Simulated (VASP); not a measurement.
Mo: single point with PBEsol

The system is Mo.

```xyz
1
Lattice="-1.5413 1.5413 1.5413 1.5413 -1.5413 1.5413 1.5413 1.5413 -1.5413" Properties=species:S:1:pos:R:3 pbc="T T T"
Mo    0.0000    0.0000    0.0000
```

```
Program             : VASP 6.6.1
Task                : single point
Functional          : PBEsol
Potentials or basis : VASP PAW PBE potentials, release 64 (Mo_sv)
Cutoff              : 520 eV
k mesh              : 10 × 10 × 10
Occupations         : fermi-dirac, width 0.1 eV
Spin                : no spin polarisation
```

```yaml
Pressure: 14.1 GPa
Band_gap_on_the_k_mesh: zero (band 7 reaches 17.95 eV, above the bottom of band 8 at 12.05 eV)
```

Levels at points of the mesh, in eV from the Fermi level:
```csv
k point,band 5,band 6,band 7,band 8,band 9,band 10
"(0.00, 0.00, 0.00)",-7.59,-1.59,-1.59,-1.59,1.67,1.67
"(0.50, 0.00, 0.00)",-5.86,-3.83,1.75,1.77,2.44,5.17
"(0.50, 0.50, 0.50)",-6.09,-6.09,4.31,4.31,4.31,9.44
```

Wall time 7.2 s on 1 thread of AMD EPYC 7R43 64-Core Processor (Zen 3) (shared host), peak memory 0.09 GiB.

Caveat: the PAW data sets were made with another functional, which shifts forces and pressure a little.
